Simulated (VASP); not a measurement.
# C (Fd-3m) in VASP: single point with PBE

Aim: the single point of C with PBE.

Program: VASP 6.6.1. These are calculated values, not measurements. Logs are shortened: lines on timing, memory, paths and dates and some standing lists are left out, and cuts for length are marked.

### 1 The cell of the first run

Symmetry: Fd-3m, No. 227, cubic system. Conventional cell: a = 3.571 Å, b = 3.571 Å, c = 3.571 Å, α = 90.00°, β = 90.00°, γ = 90.00°. C (site symmetry -43m) has 4 C at 1.55 Å within 2.1 Å.

### 2 Single point, PBE

The input, INCAR:

```
ALGO = Normal
EDIFF = 1E-6
ENCUT = 600
GGA = PE
GGA_COMPAT = F
ISIF = 2
ISMEAR = 0
LASPH = T
LCHARG = F
LREAL = F
LWAVE = F
NBANDS = 11
NELM = 120
PREC = Accurate
SIGMA = 0.02
```

The input, KPOINTS:

```
k-points
0
Gamma
  12 12 12
```

The input, POSCAR:

```
C
1.0
    0.0000000000      1.7857114804      1.7857114804
    1.7857114804      0.0000000000      1.7857114804
    1.7857114804      1.7857114804      0.0000000000
C
2
Direct
    0.0000000000      0.0000000000      0.0000000000
    0.2500000000      0.2500000000      0.2500000000
```

Potentials or basis: VASP PAW PBE potentials, release 64 (C).

The run is started by

```sh
cat potpaw_PBE.64/C/POTCAR > POTCAR
mpirun -np 1 vasp_std > vasp.out
```

OUTCAR:

```text
EDIFF = 1E-6
   ENCUT = 600
   GGA = PE
   ISIF = 2
   ISMEAR = 0
   LASPH = T
   LREAL = F
   NELM = 120
   PREC = Accurate

 ion  position               nearest neighbor table
   1  0.000  0.000  0.000-   2 1.55   2 1.55   2 1.55   2 1.55
   2  0.250  0.250  0.250-   1 1.55   1 1.55   1 1.55   1 1.55

  LATTYP: Found a face centered cubic cell.
 ALAT       =     3.5714229608

  Lattice vectors:

 A1 = (   0.0000000000,   1.7857114804,   1.7857114804)
 A2 = (   1.7857114804,   0.0000000000,   1.7857114804)
 A3 = (   1.7857114804,   1.7857114804,   0.0000000000)

Analysis of symmetry for initial positions (statically):
=====================================================================
 Subroutine PRICEL returns:
 Original cell was already a primitive cell.

 Routine SETGRP: Setting up the symmetry group for a
 face centered cubic supercell.

 Subroutine GETGRP returns: Found 48 space group operations
 (whereof 24 operations were pure point group operations)
 out of a pool of 48 trial point group operations.

The static configuration has the point symmetry T_d .
 The point group associated with its full space group is O_h .

Analysis of symmetry for dynamics (positions and initial velocities):
=====================================================================
 Subroutine PRICEL returns:
 Original cell was already a primitive cell.

 Routine SETGRP: Setting up the symmetry group for a
 face centered cubic supercell.

 Subroutine GETGRP returns: Found 48 space group operations
 (whereof 24 operations were pure point group operations)
 out of a pool of 48 trial point group operations.

The dynamic configuration has the point symmetry T_d .
 The point group associated with its full space group is O_h .

 Subroutine INISYM returns: Found 48 space group operations
 (whereof 24 operations are pure point group operations),
 and found     1 'primitive' translations

----------------------------------------------------------------------------------------

                                     Primitive cell

  volume of cell :      11.3884

  direct lattice vectors                    reciprocal lattice vectors
     0.000000000  1.785711480  1.785711480    -0.280000440  0.280000440  0.280000440
     1.785711480  0.000000000  1.785711480     0.280000440 -0.280000440  0.280000440
     1.785711480  1.785711480  0.000000000     0.280000440  0.280000440 -0.280000440

  length of vectors
     2.525377394  2.525377394  2.525377394     0.484974988  0.484974988  0.484974988

  position of ions in fractional coordinates (direct lattice)
     0.000000000  0.000000000  0.000000000
     0.250000000  0.250000000  0.250000000

  ion indices of the primitive-cell ions
   primitive index   ion index
                 1           1
                 2           2

----------------------------------------------------------------------------------------

 KPOINTS: k-points

Automatic generation of k-mesh.
 Grid dimensions read from file:
 generate k-points for:   12   12   12

 Generating k-lattice:

  Cartesian coordinates                     Fractional coordinates (reciprocal lattice)
    -0.023333370  0.023333370  0.023333370     0.083333333  0.000000000  0.000000000
     0.023333370 -0.023333370  0.023333370     0.000000000  0.083333333  0.000000000
     0.023333370  0.023333370 -0.023333370     0.000000000  0.000000000  0.083333333

  Length of vectors
     0.040414582  0.040414582  0.040414582

  Shift w.r.t. Gamma in fractional coordinates (k-lattice)
     0.000000000  0.000000000  0.000000000

 Subroutine IBZKPT returns following result:
 ===========================================

 Found     72 irreducible k-points:

 Following reciprocal coordinates:
            Coordinates               Weight
  0.000000  0.000000  0.000000      1.000000
  0.083333  0.000000  0.000000      8.000000
  0.166667  0.000000  0.000000      8.000000
  0.250000  0.000000  0.000000      8.000000
  0.333333  0.000000  0.000000      8.000000
  0.416667  0.000000  0.000000      8.000000
[... 16 lines left out ...]
  0.500000  0.166667  0.000000     24.000000
 -0.416667  0.166667  0.000000     24.000000
 [... further k-points ...]
   k-points           NKPTS =     72   k-points in BZ     NKDIM =     72   number of bands    NBANDS=     11
   number of dos      NEDOS =    301   number of ions     NIONS =      2
   total plane-waves  NPLWV =   8000
   dimension x,y,z NGX =    20 NGY =   20 NGZ =   20
   dimension x,y,z NGXF=    40 NGYF=   40 NGZF=   40
   ions per type =               2
   NGX,Y,Z   is equivalent  to a cutoff of  13.17, 13.17, 13.17 a.u.
   NGXF,Y,Z  is equivalent  to a cutoff of  26.33, 26.33, 26.33 a.u.
 SYSTEM =  unknown system
   PREC   = accura    normal or accurate (medium, high low for compatibility)
   ISTART =      0    job   : 0-new  1-cont  2-samecut
   ICHARG =      2    charge: 1-file 2-atom 10-const
   ISPIN  =      1    spin polarized calculation?
   LNONCOLLINEAR =      F non collinear calculations
   LSORBIT =      F    spin-orbit coupling
   LASPH  =      T    aspherical Exc in radial PAW
   ENCUT  =  600.0 eV  44.10 Ry    6.64 a.u.   5.04  5.04  5.04*2*pi/ulx,y,z
   NELM   =    120;   NELMIN=  2; NELMDL= -5     # of ELM steps
   EDIFF  = 0.1E-05   stopping-criterion for ELM
   LREAL  =      F    real-space projection
   EDIFFG = 0.1E-04   stopping-criterion for IOM
   NSW    =      0    number of steps for IOM
   IBRION =     -1    ionic relax: 0-MD 1-quasi-New 2-CG
   NFREE  =      0    steps in history (QN), initial steepest desc. (CG)
   ISIF   =      2    stress and relaxation
   ISYM   =      2    0-nonsym 1-usesym 2-fastsym
   POTIM  = 0.5000    time-step for ionic-motion
   TEBEG  =    0.0;   TEEND  =   0.0 temperature during run
   PSTRESS=    0.0 pullay stress
   NELECT =       8.0000    total number of electrons
   NUPDOWN=      -1.0000    fix difference up-down
   EMIN   =  10.00;   EMAX   =-10.00  energy-range for DOS
   EFERMI =   0.00;   METHOD = LEGACY
   ISMEAR =     0;   SIGMA  =   0.02  broadening in eV -4-tet -1-fermi 0-gaus
   EFERMI_NEDOS =   21; number of points for ismear=-14 and -15
   IALGO  =     38    algorithm
   IMIX   =      4    mixing-type and parameters
     AMIX     =   0.40;   BMIX     =  1.00
     AMIX_MAG =   1.60;   BMIX_MAG =  1.00
  volume/ion in A,a.u.               =       5.69        38.43
  Fermi-wavevector in a.u.,A,eV,Ry     =   1.455292  2.750104 28.815444  2.117875
  Thomas-Fermi vector in A             =   2.572344
   LORBIT       =      0    0 simple, 1 ext, 2 COOP (PROOUT), +10 PAW based schemes
   GGA     = PE    functional components
   LHFCALC =     F    Hartree Fock is set to
   AEXX    =    0.0000 exact exchange contribution
   IVDW    =     0    specifies the selected vdW correction
   LEPSILON=     F    determine dielectric tensor
   LRPA    =     F    only Hartree local field effects (RPA)
 non-spin polarized calculation
 Gauss-broadening in eV      SIGMA  =   0.02
  energy-cutoff  :      600.00
  volume of cell :       11.39
 maximum number of plane-waves:       392
   NGX =  9   NGY =  9   NGZ =  9

 number of electron       7.9999999 magnetization

 Free energy of the ion-electron system (eV)
  ---------------------------------------------------
  ext. energy  EPLUGINS =         0.00000000
  ---------------------------------------------------
  free energy    TOTEN  =       -18.19049228 eV

  energy without entropy =      -18.19049228  energy(sigma->0) =      -18.19049228

 E-fermi :   9.7747     XC(G=0): -13.2310

 val. band max:        9.6716507027   @ k =   0.0000   0.0000   0.0000
 cond. band min:      13.8161963584   @ k =   0.3333   0.3333   0.0000
 fundamental gap:      4.1445456557
 Fermi energy:         9.7747073432

 k-point     1 :       0.0000    0.0000    0.0000
  band No.  band energies     occupation
      1     -11.7520      2.00000
      2       9.6716      2.00000
      3       9.6716      2.00000
      4       9.6717      2.00000
      5      15.2511      0.00000
      6      15.2511      0.00000
      7      15.2511      0.00000
      8      22.9129      0.00000
      9      28.9164      0.00000
     10      36.1647      0.00000
     11      36.1647      0.00000

 k-point     2 :       0.0833    0.0000    0.0000
  band No.  band energies     occupation
      1     -11.5604      2.00000
      2       8.4494      2.00000
      3       9.3503      2.00000
      4       9.3503      2.00000
      5      15.6720      0.00000
      6      15.6720      0.00000
      7      15.9609      0.00000
      8      23.0803      0.00000
      9      29.2359      0.00000
     10      34.0465      0.00000
     11      34.0465      0.00000

 k-point     3 :       0.1667    0.0000    0.0000
  band No.  band energies     occupation
      1     -10.9874      2.00000
      2       5.9265      2.00000
      3       8.6527      2.00000
      4       8.6527      2.00000
      5      16.5873      0.00000
      6      16.5873      0.00000
      7      17.0400      0.00000
      8      23.5635      0.00000
      9      29.9044      0.00000
     10      32.4550      0.00000
     11      32.4550      0.00000

 k-point     4 :       0.2500    0.0000    0.0000
  band No.  band energies     occupation
      1     -10.0419      2.00000
      2       3.0990      2.00000
      3       7.9327      2.00000
      4       7.9327      2.00000
      5      17.4419      0.00000
      6      17.4419      0.00000
      7      17.7800      0.00000
      8      24.2422      0.00000
      9      30.3309      0.00000
     10      32.0376      0.00000
     11      32.0376      0.00000
[... 239 lines left out ...]
 k-point    22 :       0.4167    0.1667    0.0000
  band No.  band energies     occupation
      1      -7.5930      2.00000
      2      -0.0751      2.00000
      3       5.4133      2.00000
      4       5.6342      2.00000
      5      16.3336      0.00000
      6      20.6324      0.00000
      7      20.7351      0.00000
      8      22.3258      0.00000
      9      30.6936      0.00000
     10      32.0538      0.00000
     11      37.0208      0.00000

 k-point    23 :       0.5000    0.1667    0.0000
  band No.  band energies     occupation
      1      -6.0185      2.00000
      2      -2.3056      2.00000
      3       4.6986      2.00000
      4       5.7209      2.00000
      5      16.7552      0.00000
      6      20.3644      0.00000
      7      20.8474      0.00000
      8      23.9178      0.00000
      9      29.7618      0.00000
     10      33.4109      0.00000
     11      36.2070      0.00000

 k-point    24 :      -0.4167    0.1667    0.0000
  band No.  band energies     occupation
      1      -5.5919      2.00000
      2      -2.8181      2.00000
      3       4.2141      2.00000
      4       6.0976      2.00000
      5      17.1911      0.00000
      6      19.8762      0.00000
      7      20.8253      0.00000
      8      25.0625      0.00000
      9      29.0714      0.00000
     10      33.8142      0.00000
     11      34.1633      0.00000

 [... further k-points ...]
[... 5 lines left out ...]
  --------------------------------------------------------------------------------------
  -------------------------------------------------------------------------------------
  Total        0.0036410      0.0036410      0.0036410      0.0000000      0.0000000     -0.0000000
  in kB        0.5122363      0.5122363      0.5122363      0.0000000      0.0000000     -0.0000000
  external PRESSURE =       0.5122363 kB  Pullay stress =       0.0000000 kB

 VOLUME and BASIS-vectors are now :
 -----------------------------------------------------------------------------
  energy-cutoff  :      600.00
  volume of cell :       11.39
      direct lattice vectors                 reciprocal lattice vectors
     0.000000000  1.785711480  1.785711480    -0.280000440  0.280000440  0.280000440
     1.785711480  0.000000000  1.785711480     0.280000440 -0.280000440  0.280000440
     1.785711480  1.785711480  0.000000000     0.280000440  0.280000440 -0.280000440

 POSITION                                       TOTAL-FORCE (eV/Angst)
 -----------------------------------------------------------------------------------
      0.00000      0.00000      0.00000         0.000000      0.000000      0.000000
      0.89286      0.89286      0.89286        -0.000000     -0.000000     -0.000000
 -----------------------------------------------------------------------------------
    total drift:                                0.000000      0.000000      0.000000

  FREE ENERGIE OF THE ION-ELECTRON SYSTEM (eV)
  ---------------------------------------------------
  free  energy   TOTEN  =       -18.1904922773 eV

  energy  without entropy=      -18.1904922773  energy(sigma->0) =      -18.19049228
```

Wall time 7.2 s (1 thread of Intel Xeon Platinum 8259CL at 2.50GHz (Skylake/Cascade Lake), shared host); peak memory 0.12 GiB.

What came out:

* Free energy: -18.1905 eV
* Pressure: 0.1 GPa
* Band gap on the k mesh: 4.14 eV (least direct gap 5.58 eV)

A k mesh can miss the band edges. As with any semilocal functional, this PBE gap is likely too small.
